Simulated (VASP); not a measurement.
System: Ta4Al5N9.

```
Al N Ta
1.0
     5.87771   -0.31308   -0.24382
    -0.34771    6.22265    0.19101
    -0.25241    0.18175    5.86379
Al N Ta
5 9 4
Direct
  0.22057 0.64551 0.70713
  0.33004 0.04332 0.45729
  0.66568 0.35747 0.74210
  0.03227 0.78050 0.16766
  0.55980 0.94268 0.00842
  0.58661 0.26252 0.44449
  0.77891 0.19296 0.01152
  0.38518 0.41368 0.83936
  0.67344 0.71074 0.20104
  0.01397 0.83712 0.83988
  0.95677 0.45445 0.64661
  0.48254 0.85712 0.68206
  0.15676 0.51090 0.23662
  0.29566 0.03388 0.13161
  0.45363 0.44328 0.18078
  0.92065 0.25283 0.37378
  0.80489 0.83923 0.55966
  0.08440 0.17582 0.85088
```

Base run:

```yaml
Program: VASP 6.6.1
Functional: PBE
Potentials_or_basis: VASP PAW PBE potentials, release 64 (Al, N, Ta_pv)
Cutoff: 520 eV
k_mesh: 2 × 2 × 2, shifted
Occupations: gaussian, width 0.1 eV
Spin: no spin polarisation
```

Its results: band gap on the k mesh 0.64 eV (least direct gap 0.75 eV); pressure 0.2 GPa; largest force 0.126 eV/Å.

Q: The run is repeated on the same cell with these changes: potentials or basis from VASP PAW PBE potentials, release 64 (Al, N, Ta_pv) to VASP PAW PBE potentials, release 64 (Al, N, Ta_sv_GW); further incar settings from LREAL = Auto; ALGO = Normal; EDIFF = 1e-06; NBANDS = 67; ISYM = 0 to LREAL = Auto; ALGO = Normal; EDIFF = 1e-06; NBANDS = 71; ISYM = 0; valence electrons from 104 to 112. What comes out?

A: Band gap on the k mesh 0.64 eV (least direct gap 0.75 eV); pressure -0.2 GPa; largest force 0.083 eV/Å.

Caveats: spin-orbit coupling is left out, which moves the levels of the heavy elements.

A k mesh can miss the band edges.
